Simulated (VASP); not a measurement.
**MgI2: single point with PBEsol**

Crystal: MgI2.

```
Mg I
1.0
     2.02748    1.17056    7.25542
    -2.02748    1.17056    7.25542
     0.00000   -2.34113    7.25542
Mg I
1 2
Direct
  0.99999 0.99999 0.99999
  0.41792 0.41792 0.41792
  0.24876 0.24876 0.24876
```

* Program: VASP 6.6.1
* Task: single point
* Functional: PBEsol
* Potentials or basis: VASP PAW PBE potentials, release 64 (Mg, I)
* Cutoff: 600 eV
* k mesh: 6 × 6 × 6
* Occupations: gaussian, width 0.2 eV
* Spin: no spin polarisation
* Dipole correction: no
* Further INCAR settings: ALGO = Normal; EDIFF = 1e-06; NBANDS = 15

```json
{"Pressure": "-0.4 GPa", "Largest force": "0.065 eV/Å", "Band gap on the k mesh": "2.65 eV (least direct gap 2.76 eV)"}
```

Forces in eV/Å, atoms in the order of the input:
```
Mg   0.000  0.000  0.000
I    0.000  0.000 -0.065
I    0.000  0.000  0.065
```

Stress tensor (GPa, compression positive):
```
-0.45  0.00  0.00
 0.00 -0.45  0.00
 0.00  0.00 -0.21
```

Levels at points of the mesh, in eV from the valence-band top:
| k point | band 6 | band 7 | band 8 | band 9 | band 10 | band 11 |
| --- | --- | --- | --- | --- | --- | --- |
| (0.00, 0.00, 0.00) | -0.47 | -0.11 | -0.11 | 2.65 | 5.39 | 6.28 |
| (0.50, 0.00, 0.00) | -1.25 | -0.90 | -0.39 | 2.70 | 3.47 | 5.26 |
| (0.50, 0.50, 0.00) | -1.42 | -0.85 | -0.68 | 3.12 | 3.60 | 5.33 |
| (0.50, 0.50, 0.50) | -0.56 | 0.00 | 0.00 | 3.47 | 5.08 | 6.42 |

It took 2.7 min on 1 thread of AMD EPYC 7R13 Processor (Zen 3), with other jobs on the host, peak memory 0.52 GiB.

Caveat: the PAW data sets were made with another functional, which shifts forces and pressure a little; spin-orbit coupling is left out, which moves the levels of the heavy elements. A k mesh can miss the band edges.
